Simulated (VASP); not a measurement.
**P: single point with LDA**

P:

```
P
1.0
     0.00000    2.25670    2.25670
     2.25670    0.00000    2.25670
     2.25670    2.25670    0.00000
P
2
Direct
  0.87500 0.87500 0.87500
  0.12500 0.12500 0.12500
```

This cell differs from its parent crystal: volume scaled by 0.6.

* Program: VASP 6.6.1
* Task: single point
* Functional: LDA
* Potentials or basis: VASP PAW LDA potentials, release 64 (P)
* Cutoff: 520 eV
* k mesh: 12 × 12 × 12
* Occupations: fermi-dirac, width 0.1 eV
* Spin: no spin polarisation

```yaml
Pressure: 87.9 GPa
Band_gap_on_the_k_mesh: zero (band 5 reaches 15.22 eV, above the bottom of band 6 at 10.55 eV)
```

Levels at points of the mesh, in eV from the Fermi level:
| k point | band 2 | band 3 | band 4 | band 5 | band 6 | band 7 | band 8 | band 9 |
| --- | --- | --- | --- | --- | --- | --- | --- | --- |
| (0.00, 0.00, 0.00) | -4.33 | -4.33 | -4.33 | -0.55 | -0.55 | -0.55 | 3.51 | 6.10 |
| (0.50, 0.00, 0.00) | -13.79 | -5.93 | -5.93 | -0.90 | 0.33 | 0.33 | 6.82 | 10.04 |
| (0.50, 0.50, 0.00) | -14.53 | -8.27 | -8.27 | -3.14 | -3.14 | 10.53 | 10.53 | 10.63 |

It took 9.1 s on 1 thread of Intel(R) Xeon(R) Platinum 8488C (Sapphire Rapids) (shared host), peak memory 0.13 GiB.
